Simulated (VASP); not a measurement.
A run of VASP 6.6.1 is set up as follows.

File INCAR:

```
PREC = Accurate
ENCUT = 600
EDIFF = 1E-7
ISMEAR = -1
SIGMA = 0.1
LREAL = False
LASPH = True
NELM = 80
ALGO = Normal
ISIF = 3
LWAVE = False
LCHARG = False
GGA = PS
IVDW = 13
IBRION = 2
NSW = 50
EDIFFG = -0.01
PSTRESS = 200.0
```

The input KPOINTS:

```
Automatic mesh
0
Gamma
  7 7 7
```

Contents of POSCAR:

```
TiAu
1.0
    3.2540000000      0.0000000000      0.0000000000
    0.0000000000      3.2540000000      0.0000000000
    0.0000000000      0.0000000000      3.2540000000
Ti Au
1 1
Direct
    0.5000000000      0.5000000000      0.5000000000
    0.0000000000      0.0000000000      0.0000000000
```

Potentials or basis: VASP PAW PBE potentials, release 64 (Ti_sv, Au).

Launch:

```bash
$ cat potpaw_PBE.64/Ti_sv/POTCAR potpaw_PBE.64/Au/POTCAR > POTCAR
$ mpirun -np 1 vasp_std > vasp.out
```

(1) Estimate the space group after relaxing (to 0.05 Å).

(2) Estimate the relaxed cell.

## Answers

(1) Pm-3m (No. 221).

(2) a = 3.101 Å, b = 3.101 Å, c = 3.101 Å, α = 90.00°, β = 90.00°, γ = 90.00°.
